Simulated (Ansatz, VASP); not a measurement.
# BiTe in VASP and in Ansatz

INCAR

```
ALGO = Normal
EDIFF = 1E-6
ENCUT = 520
GGA = PE
GGA_COMPAT = F
ISIF = 2
ISMEAR = -1
LASPH = T
LCHARG = F
LORBIT = 11
LORBMOM = T
LREAL = F
LSORBIT = T
LWAVE = F
MAGMOM = 0 0 0 0 0 0
NBANDS = 33
NELM = 150
PREC = Accurate
SIGMA = 0.05
```

Contents of KPOINTS:

```
k-points
0
Gamma
  5 5 5
```

The input POSCAR:

```
BiTe
1.0
    2.4227077728      1.3987509848      3.3172919545
   -2.4227077728      1.3987509848      3.3172919545
    0.0000000000     -2.7975019696      3.3172919545
Bi Te
1 1
Direct
    0.5000000000      0.5000000000      0.5000000000
    0.0000000000      0.0000000000      0.0000000000
```

The input input.yaml:

```yaml
crystal:
  lattice:
    - [2.4227077728, 1.3987509848, 3.3172919545]
    - [-2.4227077728, 1.3987509848, 3.3172919545]
    - [0.0, -2.7975019696, 3.3172919545]
  atoms:
    - { symbol: Bi, position: [0.5, 0.5, 0.5] }
    - { symbol: Te, position: [0.0, 0.0, 0.0] }
hamiltonian:
  xc: pbe
  pseudopotentials: { kind: paw_fr }
magnetization:
  noncollinear: true
  spin_orbit: true
kpoints:
  mp_grid: { grid: [5, 5, 5] }
  band_path:
    path:
      - [[0.0, 0.0, 0.0], [0.5, 0.0, 0.0], [0.5, 0.2851949954, -0.2851949954]]
      - [[0.7148050046, 0.5, 0.2851949954], [0.5, 0.5, 0.5], [0.0, 0.0, 0.0], [0.3925974977, 0.0, -0.3925974977]]
      - [[0.6074025023, 0.3925974977, 0.0], [0.5, 0.5, 0.0], [0.6074025023, 0.6074025023, 0.2851949954], [0.5, 0.5, 0.5]]
      - [[0.5, 0.0, 0.0], [0.7148050046, 0.3925974977, 0.3925974977]]
    npoints: 14
scf:
  occupations: { method: fermi_dirac, width: 0.05 }
  n_extra_bands: 6
output:
  forces: true
  stress: true
  eigenvalues: true
  fatbands: false
```

Alike in both runs: functional PBE; k mesh 5 × 5 × 5; occupations fermi-dirac, width 0.05 eV; non-collinear spin, spin-orbit coupling.

|  | VASP | Ansatz |
| --- | --- | --- |
| version | VASP 6.6.1 | Ansatz 0.2.0 |
| potentials or method | VASP PAW PBE potentials, release 64 (Bi_d, Te) | Ansatz PAW |
| plane-wave cutoff (eV) | 520 | 420 |
| valence electrons in the cell | 21 | 31 |
| task | single point | band structure |

```tsv
	VASP	Ansatz	Ansatz less VASP
pressure (GPa)	1.0	1.3	+0.27
traceless stress, the component that is largest in VASP (GPa)	0.07	0.20	+0.123
```

The functional is the same, so the differences come from potentials, cutoffs and numerics. VASP's potentials hold 21 valence electrons a cell and Ansatz's 31, so a difference there can come from the potentials and not from the codes.
